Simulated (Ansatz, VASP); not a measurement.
In: VASP beside Ansatz

```
CELL_PARAMETERS angstrom
3.39578 0.00000 0.00000
-1.69789 2.94084 0.00000
0.00000 0.00000 16.57680
ATOMIC_POSITIONS crystal
In 0.66667 0.33333 0.33351
In 0.33333 0.66667 0.83396
In 0.33333 0.66667 0.16604
In 0.66667 0.33333 0.66649
In 0.00000 0.00000 0.00000
In 0.33333 0.66667 0.50000
```

Alike in both runs: functional PBE; k mesh 12 × 12 × 4; occupations gaussian, width 0.1 eV; no spin polarisation.

Ansatz relaxed the structure, and its values are those at the end. VASP's run is a single point on that final structure, the one shown.

```csv
,VASP,Ansatz
version,VASP 6.6.1,Ansatz 0.2.0
potentials or method,"VASP PAW PBE potentials, release 64 (In_d), cutoff 520 eV","scalar-relativistic, plane waves, PAW"
valence electrons in the cell,78,78
```

```tsv
	VASP	Ansatz	Ansatz less VASP
gap on the k mesh at the Fermi level (eV)	none	none	-
pressure (GPa)	-0.1	0.0	+0.09
```

A gap of «none» marks a metal or a gap that the smearing closes.
